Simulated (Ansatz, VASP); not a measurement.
Two plane-wave programs on CdSe

```
CELL_PARAMETERS angstrom
0.00000 3.04966 3.04966
3.04966 0.00000 3.04966
3.04966 3.04966 0.00000
ATOMIC_POSITIONS crystal
Cd 0.00000 0.00000 0.00000
Se 0.25000 0.25000 0.25000
```

Alike in both runs: task single point; functional revPBE; dispersion D3(BJ); k mesh 8 × 8 × 8; occupations fermi-dirac, width 0.05 eV; no spin polarisation.

```csv
,VASP,Ansatz
version,VASP 6.6.1,Ansatz 0.2.0
potentials or method,"VASP PAW PBE potentials, release 64 (Cd, Se)",Ansatz PAW
plane-wave cutoff (eV),520,420
valence electrons in the cell,18,36
```

|  | VASP | Ansatz | Ansatz less VASP |
| --- | --- | --- | --- |
| gap on the k mesh at the Fermi level (eV) | 0.72 | 0.72 | +0.001 |
| least direct gap on the mesh (eV) | 0.72 | 0.72 | +0.001 |
| pressure (GPa) | 0.0 | -0.3 | -0.31 |

VASP's potentials were made for PBE, not for revPBE. VASP's potentials hold 18 valence electrons a cell and Ansatz's 36, so a difference there can come from the potentials and not from the codes.
